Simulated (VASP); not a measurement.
Runs of VASP 6.6.1 on Sm3H2. The structure is that of space group Pm-3m (No. 221), or close to it. The cells are those of the table. The cell was built from a structure type or drawn by symmetry, and may not be a known phase.

| task | cell | k mesh | gap on the mesh (eV) | pressure (GPa) | relaxed volume (Å³/atom) |
| --- | --- | --- | --- | --- | --- |
| single point | a = 4.825 Å, 5 atoms | 8 × 8 × 8 | none | 0.2 | - |
| relaxation of cell and atoms | relaxed from a = 4.792 Å, 5 atoms | 4 × 4 × 4 | none | 0.2 | 22.42 |
| relaxation of cell and atoms | relaxed from a = 4.821 Å, 5 atoms | 8 × 8 × 8 | none | 0.1 | (a) |
| single point | a = 4.821 Å, 5 atoms | 4 × 4 × 4 | none | 0.2 | - |
| single point | a = 4.792 Å, 5 atoms | 4 × 4 × 4 | none | 1.0 | - |

Alike in all rows: level PBE; potentials or basis VASP PAW PBE potentials, release 64 (Sm_3, H), 4f in core; no spin polarisation; cutoff (eV) 500; smearing gaussian 0.1 eV.

Fill in the values left out.

(a) 22.55.

Caveats: spin-orbit coupling is left out, which moves the levels of the heavy elements; the 4f electrons are frozen in the core, so they carry no moment and show no levels.

A k mesh can miss the band edges, and the runs leave out spin-orbit coupling on Sm.

A gap of «none» marks levels without a gap at the run's occupations.
